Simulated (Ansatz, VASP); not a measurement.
## Cl in VASP and in Ansatz

```
Cl
1.0
     3.39956    0.00000    0.00000
    -1.69978    2.94410    0.00000
     0.00000    0.00000    3.89380
Cl
2
Direct
  0.33333 0.66667 0.25000
  0.66667 0.33333 0.75000
```

Alike in both runs: functional LDA; k mesh 15 × 15 × 8; occupations fermi-dirac, width 0.1 eV; no spin polarisation.

Ansatz relaxed the structure, and its values are those at the end. VASP's run is a single point on that final structure, the one shown.

|  | VASP | Ansatz |
| --- | --- | --- |
| version | VASP 6.6.1 | Ansatz 0.2.0 |
| potentials or method | VASP PAW LDA potentials, release 64 (Cl) | PAW with Ansatz's default frozen-core files, scalar-relativistic |
| plane-wave cutoff (eV) | 520 | 420 |
| valence electrons in the cell | 14 | 14 |

|  | VASP | Ansatz | Ansatz less VASP |
| --- | --- | --- | --- |
| pressure (GPa) | 0.0 | 0.0 | +0.04 |

LDA's correlation is that of Perdew and Zunger in VASP and of Perdew and Wang (1992) in Ansatz.
